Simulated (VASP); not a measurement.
# BN (Cm) in VASP: single point with r2SCAN+D3(BJ)

Aim: the single point of BN with r2SCAN+D3(BJ).

Everything below comes from runs of VASP 6.6.1. Logs are shortened: lines on timing, memory, paths and dates and some standing lists are left out, and cuts for length are marked.

### Step 1. The cell of the first run

Symmetry: Cm, No. 8, monoclinic system. The conventional cell has a = 13.109 Å, b = 2.512 Å, c = 4.399 Å, α = 90.00°, β = 90.52°, γ = 90.00°. Within 1.9 Å of B (site symmetry m) lie 3 N at 1.43 to 1.54 Å. B (site symmetry m) has 3 N at 1.44 to 1.48 Å within 1.9 Å. Within 1.9 Å of B (site symmetry m) lie 3 N at 1.44 to 1.52 Å. Within 2.0 Å of B (site symmetry m) lie 4 N at 1.53 to 1.57 Å. Within 2.0 Å of N (site symmetry m) lie 4 B at 1.52 to 1.57 Å. N (site symmetry m) has 3 B at 1.43 to 1.56 Å within 1.9 Å. N (site symmetry m) has 3 B at 1.44 to 1.53 Å within 1.9 Å. Within 1.9 Å of N (site symmetry m) lie 3 B at 1.44 to 1.48 Å.

### Step 2. Single point, r2SCAN+D3(BJ)

File POSCAR:

```
BN
1.0
    6.5544910000     -1.2559910000      0.0000000000
    6.5544910000      1.2559910000      0.0000000000
   -0.0398360000      0.0000000000      4.3983230000
B N
4 4
Direct
    0.0000830000      0.0000830000      0.9988240000
    0.2000110000      0.2000110000      0.4277020000
    0.8657530000      0.8657530000      0.3805750000
    0.5315310000      0.5315310000      0.4982820000
    0.9807680000      0.9807680000      0.3431060000
    0.5061550000      0.5061550000      0.8431640000
    0.6468950000      0.6468950000      0.4437980000
    0.3123020000      0.3123020000      0.3930490000
```

File INCAR.step1:

```
ALGO = Normal
EDIFF = 1E-4
ENCUT = 520
GGA = PE
ISMEAR = 0
LASPH = True
LCHARG = False
LREAL = False
LWAVE = True
NBANDS = 26
NELM = 80
PREC = Accurate
SIGMA = 0.01
```

File INCAR.step2:

```
ALGO = Normal
EDIFF = 1E-6
ENCUT = 520
ISIF = 2
ISMEAR = 0
ISTART = 1
IVDW = 12
LASPH = True
LCHARG = False
LMIXTAU = True
LREAL = False
LWAVE = False
METAGGA = R2SCAN
NBANDS = 26
NELM = 80
PREC = Accurate
SIGMA = 0.01
VDW_A1 = 0.49484001
VDW_A2 = 5.73083694
VDW_S6 = 1.0
VDW_S8 = 0.78981345
```

File KPOINTS:

```
k-points
0
Gamma
  8 8 6
```

Potentials or basis: VASP PAW PBE potentials, release 64 (B, N).

Started as:

```console
$ cat potpaw_PBE.64/B/POTCAR potpaw_PBE.64/N/POTCAR > POTCAR
$ cp INCAR.step1 INCAR
$ mpirun -np 1 vasp_std > vasp.out
$ cp INCAR.step2 INCAR
$ mpirun -np 1 vasp_std > vasp.out
```

OUTCAR:

```text
EDIFF = 1E-6
   ENCUT = 520
   ISIF = 2
   ISMEAR = 0
   ISTART = 1
   IVDW = 12
   LASPH = True
   LREAL = False
   METAGGA = R2SCAN
   NELM = 80
   PREC = Accurate
 IVDW          = 12

 ion  position               nearest neighbor table
   1  0.000  0.000  0.999-   6 1.43   6 1.43   5 1.54
   2  0.200  0.200  0.428-   7 1.44   7 1.44   8 1.48
   3  0.866  0.866  0.381-   8 1.44   8 1.44   5 1.52
   4  0.532  0.532  0.498-   7 1.53   6 1.56   5 1.57   5 1.57
   5  0.981  0.981  0.343-   3 1.52   1 1.54   4 1.57   4 1.57
   6  0.506  0.506  0.843-   1 1.43   1 1.43   4 1.56
   7  0.647  0.647  0.444-   2 1.44   2 1.44   4 1.53
   8  0.312  0.312  0.393-   3 1.44   3 1.44   2 1.48

  LATTYP: Found a base centered monoclinic cell.
 ALAT       =    13.1089820000
 B/A-ratio  =     0.1916229651
 C/A-ratio  =     0.3355335598
 COS(beta)  =    -0.0090567169

  Lattice vectors:

 A1 = (   6.5544910000,  -1.2559910000,   0.0000000000)
 A2 = (   6.5544910000,   1.2559910000,   0.0000000000)
 A3 = (  -0.0398360000,   0.0000000000,   4.3983230000)

Analysis of symmetry for initial positions (statically):
=====================================================================
 Subroutine PRICEL returns:
 Original cell was already a primitive cell.

 Routine SETGRP: Setting up the symmetry group for a
 base centered monoclinic supercell.

 Subroutine GETGRP returns: Found  2 space group operations
 (whereof  2 operations were pure point group operations)
 out of a pool of  4 trial point group operations.

The static configuration has the point symmetry C_1h.

Analysis of symmetry for dynamics (positions and initial velocities):
=====================================================================
 Subroutine PRICEL returns:
 Original cell was already a primitive cell.

 Routine SETGRP: Setting up the symmetry group for a
 base centered monoclinic supercell.

 Subroutine GETGRP returns: Found  2 space group operations
 (whereof  2 operations were pure point group operations)
 out of a pool of  4 trial point group operations.

The dynamic configuration has the point symmetry C_1h.

 Subroutine INISYM returns: Found  2 space group operations
 (whereof  2 operations are pure point group operations),
 and found     1 'primitive' translations

[... 111 lines left out ...]
   NFREE  =      0    steps in history (QN), initial steepest desc. (CG)
   ISIF   =      2    stress and relaxation
   ISYM   =      2    0-nonsym 1-usesym 2-fastsym
   POTIM  = 0.5000    time-step for ionic-motion
   TEBEG  =    0.0;   TEEND  =   0.0 temperature during run
   PSTRESS=    0.0 pullay stress
   NELECT =      32.0000    total number of electrons
   NUPDOWN=      -1.0000    fix difference up-down
   EMIN   =  10.00;   EMAX   =-10.00  energy-range for DOS
   EFERMI =   0.00;   METHOD = LEGACY
   ISMEAR =     0;   SIGMA  =   0.01  broadening in eV -4-tet -1-fermi 0-gaus
   EFERMI_NEDOS =   21; number of points for ismear=-14 and -15
   IALGO  =     38    algorithm
   IMIX   =      4    mixing-type and parameters
     AMIX     =   0.40;   BMIX     =  1.00
     AMIX_MAG =   1.60;   BMIX_MAG =  1.00
  volume/ion in A,a.u.               =       9.05        61.09
  Fermi-wavevector in a.u.,A,eV,Ry     =   1.246935  2.356366 21.154990  1.554848
  Thomas-Fermi vector in A             =   2.381090
   LORBIT       =      0    0 simple, 1 ext, 2 COOP (PROOUT), +10 PAW based schemes
   METAGGA = R2SCAN    functional components
   LHFCALC =     F    Hartree Fock is set to
   AEXX    =    0.0000 exact exchange contribution
   IVDW    =    12    specifies the selected vdW correction
   LEPSILON=     F    determine dielectric tensor
   LRPA    =     F    only Hartree local field effects (RPA)
 non-spin polarized calculation
 Gauss-broadening in eV      SIGMA  =   0.01
  energy-cutoff  :      520.00
  volume of cell :       72.42
 maximum number of plane-waves:      1973
 NGX is ok and might be reduce to    50
   NGX = 25   NGY = 25   NGZ = 17

 number of electron      32.0000002 magnetization

 Free energy of the ion-electron system (eV)
  ---------------------------------------------------
  ext. energy  EPLUGINS =         0.00000000
  ---------------------------------------------------
  free energy    TOTEN  =       -76.09086786 eV

  energy without entropy =      -76.09086786  energy(sigma->0) =      -76.09086786

 E-fermi :   3.0617     XC(G=0): -10.5589

 val. band max:        2.9715868022   @ k =   0.5000  -0.0000   0.5000
 cond. band min:       5.0167743960   @ k =   0.5000  -0.0000   0.5000
 fundamental gap:      2.0451875937
 Fermi energy:         3.0616552385

 k-point     1 :       0.0000    0.0000    0.0000
  band No.  band energies     occupation
      1     -17.3758      2.00000
      2     -15.3875      2.00000
      3     -14.2503      2.00000
      4     -13.5335      2.00000
      5      -7.2751      2.00000
      6      -5.4329      2.00000
[... 685 lines left out ...]
     25      15.4477      0.00000
     26      16.3056      0.00000

 [... further k-points ...]

------------------------ aborting loop because EDIFF is reached ----------------------------------------

 Edisp (eV)   -0.53124

 E8    (eV) :    -0.1138

  FORCE on cell =-STRESS in cart. coord.  units (eV):
  Direction    XX          YY          ZZ          XY          YZ          ZX
  --------------------------------------------------------------------------------------
  -------------------------------------------------------------------------------------
  Total      -1.98245    -2.35997    -1.65136     0.00000     0.00000     0.06632
  in kB     -43.86020   -52.21254   -36.53510     0.00000     0.00000     1.46725
  external pressure =      -44.20 kB  Pullay stress =        0.00 kB

 VOLUME and BASIS-vectors are now :
 -----------------------------------------------------------------------------
  energy-cutoff  :      520.00
  volume of cell :       72.42
      direct lattice vectors                 reciprocal lattice vectors
     6.554491000 -1.255991000  0.000000000     0.076283574 -0.398092025  0.000690907
     6.554491000  1.255991000  0.000000000     0.076283574  0.398092025  0.000690907
    -0.039836000  0.000000000  4.398323000     0.000000000  0.000000000  0.227359382

 POSITION                                       TOTAL-FORCE (eV/Angst)
 -----------------------------------------------------------------------------------
     -0.03870      0.00000      4.39315         0.031725      0.000000     -0.059484
      2.60490      0.00000      1.88117        -0.017350      0.000000      0.013639
     11.33398      0.00000      1.67389        -0.044294      0.000000      0.016313
      6.94798      0.00000      2.19161         0.051419      0.000000      0.036001
     12.84320      0.00000      1.50909        -0.061405      0.000000     -0.049297
      6.60159      0.00000      3.70851        -0.053034      0.000000      0.080964
      8.46246      0.00000      1.95197         0.024468      0.000000     -0.028174
      4.07830      0.00000      1.72876         0.068470      0.000000     -0.009962
 -----------------------------------------------------------------------------------
    total drift:                                0.001194     -0.000000     -0.000245

  FREE ENERGIE OF THE ION-ELECTRON SYSTEM (eV)
  ---------------------------------------------------
  free  energy   TOTEN  =       -76.6221105361 eV

  energy  without entropy=      -76.6221105361  energy(sigma->0) =      -76.62211054
```

OSZICAR.step1:

```text
N       E                     dE             d eps       ncg     rms          rms(c)
DAV:   1     0.133690909166E+03    0.13369E+03   -0.16320E+04  5928   0.116E+03
DAV:   2    -0.655115622149E+02   -0.19920E+03   -0.18491E+03  7732   0.271E+02
DAV:   3    -0.755957042303E+02   -0.10084E+02   -0.10010E+02  8072   0.613E+01
DAV:   4    -0.757255524758E+02   -0.12985E+00   -0.12972E+00  7648   0.753E+00
DAV:   5    -0.757279871337E+02   -0.24347E-02   -0.24336E-02  7996   0.100E+00    0.153E+01
DAV:   6    -0.699495148698E+02    0.57785E+01   -0.13606E+01  7272   0.212E+01    0.679E+00
DAV:   7    -0.694702353597E+02    0.47928E+00   -0.10171E+00  7784   0.614E+00    0.432E+00
DAV:   8    -0.693094170804E+02    0.16082E+00   -0.43330E-01  7700   0.376E+00    0.542E-01
DAV:   9    -0.693078321201E+02    0.15850E-02   -0.26347E-02  7456   0.113E+00    0.307E-01
DAV:  10    -0.693103032193E+02   -0.24711E-02   -0.42684E-03  6500   0.407E-01    0.914E-02
DAV:  11    -0.693107442255E+02   -0.44101E-03   -0.35436E-04  6922   0.177E-01    0.410E-02
DAV:  12    -0.693109464482E+02   -0.20222E-03   -0.19953E-04  5534   0.106E-01    0.249E-02
DAV:  13    -0.693109847750E+02   -0.38327E-04   -0.43709E-05  5106   0.531E-02
   1 F= -.69310985E+02 E0= -.69310985E+02  d E =-.238853E-57
```

Wall time 14 min (1 thread of Intel Xeon 6975P-C (Granite Rapids), shared host); peak memory 0.39 GiB.

What came out:

| Item | Value |
| --- | --- |
| Free energy | -76.6221 eV |
| Pressure | -4.4 GPa |
| Largest force | 0.097 eV/Å |
| Band gap on the k mesh | 2.05 eV |
| Dispersion energy per atom | -0.066 eV |

Forces on the atoms (eV/Å):
```
B    0.032  0.000 -0.059
B   -0.017  0.000  0.014
B   -0.044  0.000  0.016
B    0.051  0.000  0.036
N   -0.061  0.000 -0.049
N   -0.053  0.000  0.081
N    0.024  0.000 -0.028
N    0.068  0.000 -0.010
```

Stress tensor (GPa, compression positive):
```
-4.39  0.00  0.15
 0.00 -5.22  0.00
 0.15  0.00 -3.65
```

Caveat: three body term missing; the cell stands under tension; the PAW data sets were made with another functional, which shifts forces and pressure a little. A k mesh can miss the band edges.
